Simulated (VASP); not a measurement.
Runs of VASP 6.6.1 on Cu. The structure is cubic, space group Fm-3m (No. 225). The conventional cell has a = 3.615 Å, b = 3.615 Å, c = 3.615 Å, α = 90.00°, β = 90.00°, γ = 90.00°. Cu (site symmetry m-3m) has 12 Cu at 2.56 Å within 3.4 Å. 

```csv
k mesh,gap on the mesh (eV),pressure (GPa)
7 × 7 × 7,none,-4.4
11 × 11 × 11,none,(b)
13 × 13 × 13,none,(a)
8 × 8 × 8,none,-3.3
4 × 4 × 4,none,-2.6
5 × 5 × 5,none,-5.0
```

Alike in all rows: task single point; level r2SCAN; potentials or basis VASP PAW PBE potentials, release 64 (Cu); no spin polarisation; cell as given; cutoff (eV) 520; smearing methfessel-paxton 0.1 eV.

Q: Estimate the missing entries.

A: (a) -4.3; (b) -4.6.

Caveats: some runs use coarse meshes; the PAW data sets were made with another functional, which shifts forces and pressure a little.

A gap of «none» marks levels without a gap at the run's occupations.
